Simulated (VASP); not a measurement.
Input of a VASP 6.6.1 run:

The input INCAR:

```
SYSTEM = RbHg
PREC = Accurate
ENCUT = 600
EDIFF = 1E-6
ISMEAR = 0
SIGMA = 0.1
LREAL = .False.
LASPH = .True.
NELM = 80
ALGO = Fast
ISIF = 3
LWAVE = .False.
LCHARG = .False.
GGA = PE
IBRION = 2
NSW = 100
EDIFFG = -0.01
```

Contents of KPOINTS:

```
Automatic mesh
0
Gamma
  10 10 10
  0 0 0
```

POSCAR

```
RbHg
1.0
    0.0000000000      4.1005243300      4.1005243300
    4.1005243300      0.0000000000      4.1005243300
    4.1005243300      4.1005243300      0.0000000000
Rb Hg
2 2
Direct
    0.5000000000      0.5000000000      0.5000000000
    0.7500000000      0.7500000000      0.7500000000
    0.0000000000      0.0000000000      0.0000000000
    0.2500000000      0.2500000000      0.2500000000
```

Potentials or basis: VASP PAW PBE potentials, release 64 (Rb_sv, Hg).

Launch:

```console
$ cat potpaw_PBE.64/Rb_sv/POTCAR potpaw_PBE.64/Hg/POTCAR > POTCAR
$ mpirun -np 1 vasp_std > vasp.out
```

**Question.** What does it give for the relaxed cell?

**Answer.** a = 6.247 Å, b = 6.247 Å, c = 6.247 Å, α = 60.00°, β = 60.00°, γ = 60.00°.

**Question.** Estimate the band gap on the k mesh.

**Answer.** Zero (band 21 reaches 2.35 eV, above the bottom of band 22 at 0.97 eV).

**Question.** Predict the relaxed volume.

**Answer.** 43.10 Å³/atom.

Final structure:
```xyz
4
Lattice="0.0000 4.4173 4.4173 4.4173 0.0000 4.4173 4.4173 4.4173 0.0000" Properties=species:S:1:pos:R:3 pbc="T T T"
Rb    4.4173    4.4173    4.4173
Rb    6.6259    6.6259    6.6259
Hg    0.0000    0.0000    0.0000
Hg    2.2086    2.2086    2.2086
```

Caveat: the volume moved by over 15 % at a fixed basis, so the end points are rough; spin-orbit coupling is left out, which moves the levels of the heavy elements.
